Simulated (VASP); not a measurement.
# Mo in VASP: a series of runs

Runs on Mo. Level: PBEsol. Tasks: single point.

Program: VASP 6.6.1. These are calculated values, not measurements. Logs are shortened: lines on timing, memory, paths and dates and some standing lists are left out, and cuts for length are marked.

### Step 1. The cell of the first run

The cell holds a slab with vacuum, 8 atoms: a = 3.129 Å, b = 3.129 Å, c = 25.953 Å, α = 90.00°, β = 90.00°, γ = 90.00°.

### Step 2. Single point, PBEsol

The input, INCAR:

```
PREC     = Accurate       # precision mode
ENCUT    = 520            # plane-wave cutoff, eV
EDIFF    = 1E-7           # SCF threshold, eV
ISMEAR   = 0              # smearing method
SIGMA    = 0.1            # smearing width, eV
LREAL    = False          # projectors in reciprocal space
LASPH    = True           # aspherical terms in the spheres
NELM     = 60             # most SCF steps
ALGO     = Fast           # electronic algorithm
ISIF     = 2              # what is computed and relaxed
LWAVE    = False          # write WAVECAR
LCHARG   = False          # write CHGCAR
LDIPOL   = True         
IDIPOL   = 3            
DIPOL    = 0.5 0.5 0.500
GGA      = PS             # functional
NBANDS   = 66             # bands
```

The input, KPOINTS:

```
Automatic mesh
0
Gamma
  11 11 1
```

The input, POSCAR:

```
Mo
1.0
    3.1293068541      0.0000000000      0.0000000000
    0.0000000000      3.1293068541      0.0000000000
    0.0000000000      0.0000000000     25.9525739894
Mo
8
Direct
    0.5000000000      0.5000000000      0.2889886762
    0.0000000000      0.0000000000      0.3492776258
    0.5000000000      0.5000000000      0.4095665755
    0.0000000000      0.0000000000      0.4698555252
    0.5000000000      0.5000000000      0.5301444748
    0.0000000000      0.0000000000      0.5904334245
    0.5000000000      0.5000000000      0.6507223742
    0.0000000000      0.0000000000      0.7110113238
```

Potentials or basis: VASP PAW PBE potentials, release 64 (Mo_sv).

The run is started by

```
> cat potpaw_PBE.64/Mo_sv/POTCAR > POTCAR
> mpirun -np 1 vasp_std > vasp.out
```

OUTCAR:

```text
PREC = Accurate
   ENCUT = 520
   EDIFF = 1E-7
   ISMEAR = 0
   LREAL = False
   LASPH = True
   NELM = 60
   ISIF = 2
   GGA = PS

 ion  position               nearest neighbor table
   1  0.500  0.500  0.289-   2 2.71   2 2.71   2 2.71   2 2.71   3 3.13
   2  0.000  0.000  0.349-   1 2.71   1 2.71   1 2.71   1 2.71   3 2.71   3 2.71   3 2.71   3 2.71
                             4 3.13
   3  0.500  0.500  0.410-   2 2.71   4 2.71   2 2.71   4 2.71   2 2.71   4 2.71   2 2.71   4 2.71
                             5 3.13   1 3.13
   4  0.000  0.000  0.470-   5 2.71   5 2.71   5 2.71   5 2.71   3 2.71   3 2.71   3 2.71   3 2.71
                             6 3.13   2 3.13
   5  0.500  0.500  0.530-   4 2.71   4 2.71   4 2.71   4 2.71   6 2.71   6 2.71   6 2.71   6 2.71
                             3 3.13   7 3.13
   6  0.000  0.000  0.590-   5 2.71   7 2.71   5 2.71   7 2.71   5 2.71   7 2.71   5 2.71   7 2.71
                             4 3.13   8 3.13
   7  0.500  0.500  0.651-   8 2.71   8 2.71   8 2.71   8 2.71   6 2.71   6 2.71   6 2.71   6 2.71
                             5 3.13
   8  0.000  0.000  0.711-   7 2.71   7 2.71   7 2.71   7 2.71   6 3.13

  LATTYP: Found a simple tetragonal cell.
 ALAT       =     3.1293068541
 C/A-ratio  =     8.2933937768

  Lattice vectors:

 A1 = (   3.1293068541,   0.0000000000,   0.0000000000)
 A2 = (   0.0000000000,   3.1293068541,   0.0000000000)
 A3 = (   0.0000000000,   0.0000000000,  25.9525739894)

Analysis of symmetry for initial positions (statically):
=====================================================================
 Subroutine PRICEL returns:
 Original cell was already a primitive cell.

 Routine SETGRP: Setting up the symmetry group for a
 simple tetragonal supercell.

 Subroutine GETGRP returns: Found 16 space group operations
 (whereof  8 operations were pure point group operations)
 out of a pool of 16 trial point group operations.

The static configuration has the point symmetry C_4v.
 The point group associated with its full space group is D_4h.

Analysis of symmetry for dynamics (positions and initial velocities):
=====================================================================
 Subroutine PRICEL returns:
 Original cell was already a primitive cell.

 Routine SETGRP: Setting up the symmetry group for a
 simple tetragonal supercell.

 Subroutine GETGRP returns: Found 16 space group operations
 (whereof  8 operations were pure point group operations)
 out of a pool of 16 trial point group operations.

The dynamic configuration has the point symmetry C_4v.
 The point group associated with its full space group is D_4h.

 Subroutine INISYM returns: Found 16 space group operations
 (whereof  8 operations are pure point group operations),
 and found     1 'primitive' translations

----------------------------------------------------------------------------------------

                                     Primitive cell

  volume of cell :     254.1422

  direct lattice vectors                    reciprocal lattice vectors
     3.129306854  0.000000000  0.000000000     0.319559585  0.000000000  0.000000000
     0.000000000  3.129306854  0.000000000     0.000000000  0.319559585  0.000000000
     0.000000000  0.000000000 25.952573989     0.000000000  0.000000000  0.038531823

  length of vectors
     3.129306854  3.129306854 25.952573989     0.319559585  0.319559585  0.038531823

  position of ions in fractional coordinates (direct lattice)
     0.500000000  0.500000000  0.288988676
     0.000000000  0.000000000  0.349277626
     0.500000000  0.500000000  0.409566576
     0.000000000  0.000000000  0.469855525
     0.500000000  0.500000000  0.530144475
     0.000000000  0.000000000  0.590433424
     0.500000000  0.500000000  0.650722374
     0.000000000  0.000000000  0.711011324

  ion indices of the primitive-cell ions
   primitive index   ion index
                 1           1
                 2           2
                 3           3
                 4           4
                 5           5
                 6           6
                 7           7
                 8           8

----------------------------------------------------------------------------------------

 KPOINTS: Automatic mesh

Automatic generation of k-mesh.
 Grid dimensions read from file:
 generate k-points for:   11   11    1

 Generating k-lattice:

  Cartesian coordinates                     Fractional coordinates (reciprocal lattice)
     0.029050871  0.000000000  0.000000000     0.090909091  0.000000000  0.000000000
     0.000000000  0.029050871  0.000000000     0.000000000  0.090909091  0.000000000
     0.000000000  0.000000000  0.038531823     0.000000000  0.000000000  1.000000000

  Length of vectors
     0.029050871  0.029050871  0.038531823

  Shift w.r.t. Gamma in fractional coordinates (k-lattice)
     0.000000000  0.000000000  0.000000000

 Subroutine IBZKPT returns following result:
 ===========================================

 Found     21 irreducible k-points:

 Following reciprocal coordinates:
            Coordinates               Weight
  0.000000  0.000000  0.000000      1.000000
  0.090909  0.000000  0.000000      4.000000
  0.181818  0.000000  0.000000      4.000000
  0.272727  0.000000  0.000000      4.000000
  0.363636  0.000000  0.000000      4.000000
  0.454545  0.000000  0.000000      4.000000
[... 13 lines left out ...]
  0.454545  0.363636  0.000000      8.000000
  0.454545  0.454545  0.000000      4.000000
   k-points           NKPTS =     21   k-points in BZ     NKDIM =     21   number of bands    NBANDS=     66
   number of dos      NEDOS =    301   number of ions     NIONS =      8
   total plane-waves  NPLWV = 112896
   dimension x,y,z NGX =    24 NGY =   24 NGZ =  196
   dimension x,y,z NGXF=    48 NGYF=   48 NGZF=  392
   ions per type =               8
   NGX,Y,Z   is equivalent  to a cutoff of  12.75, 12.75, 12.56 a.u.
   NGXF,Y,Z  is equivalent  to a cutoff of  25.50, 25.50, 25.11 a.u.
 SYSTEM =  unknown system
   PREC   = accura    normal or accurate (medium, high low for compatibility)
   ISTART =      0    job   : 0-new  1-cont  2-samecut
   ICHARG =      2    charge: 1-file 2-atom 10-const
   ISPIN  =      1    spin polarized calculation?
   LNONCOLLINEAR =      F non collinear calculations
   LSORBIT =      F    spin-orbit coupling
   LASPH  =      T    aspherical Exc in radial PAW
   ENCUT  =  520.0 eV  38.22 Ry    6.18 a.u.   5.82  5.82 48.25*2*pi/ulx,y,z
   NELM   =     60;   NELMIN=  2; NELMDL= -5     # of ELM steps
   EDIFF  = 0.1E-06   stopping-criterion for ELM
   LREAL  =      F    real-space projection
   EDIFFG = 0.1E-05   stopping-criterion for IOM
   NSW    =      0    number of steps for IOM
   IBRION =     -1    ionic relax: 0-MD 1-quasi-New 2-CG
   NFREE  =      0    steps in history (QN), initial steepest desc. (CG)
   ISIF   =      2    stress and relaxation
   ISYM   =      2    0-nonsym 1-usesym 2-fastsym
   POTIM  = 0.5000    time-step for ionic-motion
   TEBEG  =    0.0;   TEEND  =   0.0 temperature during run
   PSTRESS=    0.0 pullay stress
   NELECT =     112.0000    total number of electrons
   NUPDOWN=      -1.0000    fix difference up-down
   EMIN   =  10.00;   EMAX   =-10.00  energy-range for DOS
   EFERMI =   0.00;   METHOD = LEGACY
   ISMEAR =     0;   SIGMA  =   0.10  broadening in eV -4-tet -1-fermi 0-gaus
   EFERMI_NEDOS =   21; number of points for ismear=-14 and -15
   IALGO  =     68    algorithm
   IMIX   =      4    mixing-type and parameters
     AMIX     =   0.40;   BMIX     =  1.00
     AMIX_MAG =   1.60;   BMIX_MAG =  1.00
  volume/ion in A,a.u.               =      31.77       214.38
  Fermi-wavevector in a.u.,A,eV,Ry     =   1.245820  2.354258 21.117156  1.552067
  Thomas-Fermi vector in A             =   2.380025
   LORBIT       =      0    0 simple, 1 ext, 2 COOP (PROOUT), +10 PAW based schemes
   GGA     = PS    functional components
   LHFCALC =     F    Hartree Fock is set to
   AEXX    =    0.0000 exact exchange contribution
   IVDW    =     0    specifies the selected vdW correction
   LEPSILON=     F    determine dielectric tensor
   LRPA    =     F    only Hartree local field effects (RPA)
 non-spin polarized calculation
 RMM-DIIS sequential band-by-band and
 Gauss-broadening in eV      SIGMA  =   0.10
  energy-cutoff  :      520.00
  volume of cell :      254.14
 maximum number of plane-waves:      6904
 NGX is ok and might be reduce to    24
   NGX = 11   NGY = 11   NGZ = 97

 dipolmoment           0.000000      0.000000     -0.000000 electrons x Angstroem

 number of electron     111.9999994 magnetization

 dipolmoment           0.000000      0.000000      0.000000 electrons x Angstroem

 Free energy of the ion-electron system (eV)
  ---------------------------------------------------
  ext. energy  EPLUGINS =         0.00000000
  ---------------------------------------------------
  free energy    TOTEN  =       -89.57051390 eV

  energy without entropy =      -89.52944366  energy(sigma->0) =      -89.54997878

 E-fermi :   4.1082     XC(G=0):  -7.5093

 val. band max:        4.0979027055   @ k =   0.3636   0.2727   0.0000
 cond. band min:       4.1197948675   @ k =   0.0909   0.0000   0.0000
 fundamental gap:      0.0218921620
 Fermi energy:         4.1081661305

 k-point     1 :       0.0000    0.0000    0.0000
  band No.  band energies     occupation
      1     -57.0068      2.00000
      2     -56.9325      2.00000
      3     -56.8064      2.00000
      4     -56.7015      2.00000
      5     -56.6356      2.00000
      6     -56.5695      2.00000
[... 58 lines left out ...]
     65       5.4869      0.00000
     66       5.7844      0.00000

 k-point     2 :       0.0909    0.0000    0.0000
  band No.  band energies     occupation
      1     -56.9963      2.00000
      2     -56.9242      2.00000
      3     -56.8012      2.00000
      4     -56.6990      2.00000
      5     -56.6369      2.00000
      6     -56.5755      2.00000
[... 1369 lines left out ...]
     65       6.6359      0.00000
     66       6.6631      0.00000

------------------------ aborting loop because EDIFF is reached ----------------------------------------

 vacuum level on the upper side and lower side of the slab       (xc-potential included)        -0.116        -0.116

  FORCE on cell =-STRESS in cart. coord.  units (eV):
  Direction    XX          YY          ZZ          XY          YZ          ZX
  --------------------------------------------------------------------------------------
  -------------------------------------------------------------------------------------
  Total       -7.6375964     -7.6375964     -5.5966980      0.0000000      0.0000000      0.0000000
  in kB      -48.1493630    -48.1493630    -35.2830169      0.0000000      0.0000000      0.0000000
  external PRESSURE =     -43.8605809 kB  Pullay stress =       0.0000000 kB

 VOLUME and BASIS-vectors are now :
 -----------------------------------------------------------------------------
  energy-cutoff  :      520.00
  volume of cell :      254.14
      direct lattice vectors                 reciprocal lattice vectors
     3.129306854  0.000000000  0.000000000     0.319559585  0.000000000  0.000000000
     0.000000000  3.129306854  0.000000000     0.000000000  0.319559585  0.000000000
     0.000000000  0.000000000 25.952573989     0.000000000  0.000000000  0.038531823

 POSITION                                       TOTAL-FORCE (eV/Angst)
 -----------------------------------------------------------------------------------
      1.56465      1.56465      7.50000         0.000000      0.000000      1.664061
      0.00000      0.00000      9.06465        -0.000000      0.000000     -1.576792
      1.56465      1.56465     10.62931         0.000000     -0.000000     -0.003194
      0.00000      0.00000     12.19396        -0.000000     -0.000000     -0.208722
      1.56465      1.56465     13.75861        -0.000000      0.000000      0.208722
      0.00000      0.00000     15.32327        -0.000000      0.000000      0.003194
      1.56465      1.56465     16.88792         0.000000      0.000000      1.576792
      0.00000      0.00000     18.45257        -0.000000     -0.000000     -1.664061
 -----------------------------------------------------------------------------------
    total drift:                                0.000000     -0.000000      0.000000

  FREE ENERGIE OF THE ION-ELECTRON SYSTEM (eV)
  ---------------------------------------------------
  free  energy   TOTEN  =       -89.5705138998 eV

  energy  without entropy=      -89.5294436640  energy(sigma->0) =      -89.54997878

 vacuum level on the upper side and lower side of the slab         8.011         8.011
```

Run time: 12 min. Hardware: 1 thread of AMD EPYC 9R14 (Zen 4), shared host; peak memory 0.44 GiB.

What came out:

* Free energy: -89.5705 eV
* Largest force: 1.664 eV/Å
* Band gap on the k mesh: zero (bands 56 and 57 overlap by 1.81 eV)

Forces in eV/Å, atoms in the order of the input:
```
Mo   0.000  0.000  1.664
Mo   0.000  0.000 -1.577
Mo   0.000  0.000 -0.003
Mo   0.000  0.000 -0.209
Mo   0.000  0.000  0.209
Mo   0.000  0.000  0.003
Mo   0.000  0.000  1.577
Mo   0.000  0.000 -1.664
```

Caveat: the PAW data sets were made with another functional, which shifts forces and pressure a little.

### Step 3. Single point, PBEsol

The input, INCAR:

```
ALGO = Fast
DIPOL = 0.5 0.5 0.500
EDIFF = 1E-7
ENCUT = 520
GGA = PS
IDIPOL = 3
ISIF = 2
ISMEAR = 0
LASPH = T
LCHARG = F
LDIPOL = T
LREAL = F
LWAVE = F
NBANDS = 66
NELM = 60
PREC = Accurate
SIGMA = 0.1
```

The input, KPOINTS:

```
k-points
0
Gamma
  11 11 1
```

The input, POSCAR:

```
Mo
1.0
    3.1293068541      0.0000000000      0.0000000000
    0.0000000000      3.1293068541      0.0000000000
    0.0000000000      0.0000000000     25.9525739894
Mo
8
Direct
    0.5000000000      0.5000000000      0.2954861792
    0.0000000000      0.0000000000      0.3477201500
    0.5000000000      0.5000000000      0.4108900009
    0.0000000000      0.0000000000      0.4688107058
    0.5000000000      0.5000000000      0.5311892988
    0.0000000000      0.0000000000      0.5891100057
    0.5000000000      0.5000000000      0.6522798458
    0.0000000000      0.0000000000      0.7045138137
```

Potentials or basis: VASP PAW PBE potentials, release 64 (Mo_sv).

The run is started by

```
> cat potpaw_PBE.64/Mo_sv/POTCAR > POTCAR
> mpirun -np 1 vasp_std > vasp.out
```

Run time: 9.6 min. Hardware: 1 thread of AMD EPYC 9R14 (Zen 4), shared host; peak memory 0.43 GiB.

The run converged. Its results:

| Property | Result |
| --- | --- |
| Free energy | -89.9590 eV |
| Largest force | 0.043 eV/Å |
| Band gap on the k mesh | zero (bands 56 and 57 overlap by 1.72 eV) |

Forces in eV/Å, atoms in the order of the input:
```
Mo   0.000  0.000 -0.043
Mo   0.000  0.000  0.010
Mo   0.000  0.000 -0.003
Mo   0.000  0.000  0.004
Mo   0.000  0.000 -0.004
Mo   0.000  0.000  0.003
Mo   0.000  0.000 -0.010
Mo   0.000  0.000  0.043
```

Levels at points of the mesh, in eV from the Fermi level:
| k point | band 53 | band 54 | band 55 | band 56 | band 57 | band 58 | band 59 | band 60 | band 61 | band 62 |
| --- | --- | --- | --- | --- | --- | --- | --- | --- | --- | --- |
| (0.00, 0.00, 0.00) | -0.87 | -0.42 | -0.39 | -0.39 | -0.13 | -0.03 | -0.02 | 0.21 | 0.21 | 0.37 |

Caveat: the PAW data sets were made with another functional, which shifts forces and pressure a little.

The gap in the log of VASP goes by the Fermi energy; the results here count the filled bands.